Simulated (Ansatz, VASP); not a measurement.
NiO in VASP and in Ansatz

```
Ni O
1.0
     0.00000    2.08000    2.08000
     2.08000    0.00000    2.08000
     2.08000    2.08000    0.00000
Ni O
1 1
Direct
  0.00000 0.00000 0.00000
  0.50000 0.50000 0.50000
```

Alike in both runs: task single point; functional PBE; k mesh 14 × 14 × 14; occupations gaussian, width 0.05 eV; non-collinear spin, spin-orbit coupling.

```csv
,VASP,Ansatz
version,VASP 6.6.1,Ansatz 0.2.0
potentials or method,"VASP PAW PBE potentials, release 64 (Ni, O), cutoff 520 eV","plane waves, PAW"
valence electrons in the cell,16,24
```

```tsv
	VASP	Ansatz	Ansatz less VASP
pressure (GPa)	7.0	7.3	+0.29
net moment per atom (μB)	0.84	0.85	+0.010
```

VASP's potentials hold 16 valence electrons a cell and Ansatz's 24, so a difference there can come from the potentials and not from the codes. Ansatz's warnings: stress scf threshold loose.
